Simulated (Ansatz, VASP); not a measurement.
## Two plane-wave programs on LiCl

```
CELL_PARAMETERS angstrom
0.00000 2.69300 2.56476
2.69300 0.00000 2.56476
2.69300 2.69300 0.00000
ATOMIC_POSITIONS crystal
Li 0.00000 0.00000 0.00000
Cl 0.50000 0.50000 0.50000
```

Change from the starting cell: strain +0.050 along x and y, +0.000 along z, atoms carried along.

Alike in both runs: task single point; functional LDA; k mesh 8 × 8 × 8; occupations gaussian, width 0.05 eV; no spin polarisation.

|  | VASP | Ansatz |
| --- | --- | --- |
| version | VASP 6.6.1 | Ansatz 0.2.0 |
| potentials or method | VASP PAW LDA potentials, release 64 (Li_sv, Cl), cutoff 520 eV | scalar-relativistic, plane waves, PAW |
| valence electrons in the cell | 10 | 10 |

|  | VASP | Ansatz | Ansatz less VASP |
| --- | --- | --- | --- |
| gap on the k mesh at the Fermi level (eV) | 5.44 | 5.43 | -0.016 |
| least direct gap on the mesh (eV) | 5.44 | 5.43 | -0.016 |

LDA's correlation is that of Perdew and Zunger in VASP and of Perdew and Wang (1992) in Ansatz.

Noted on VASP's run: the cutoff is short for stress, so the pressure is rough.
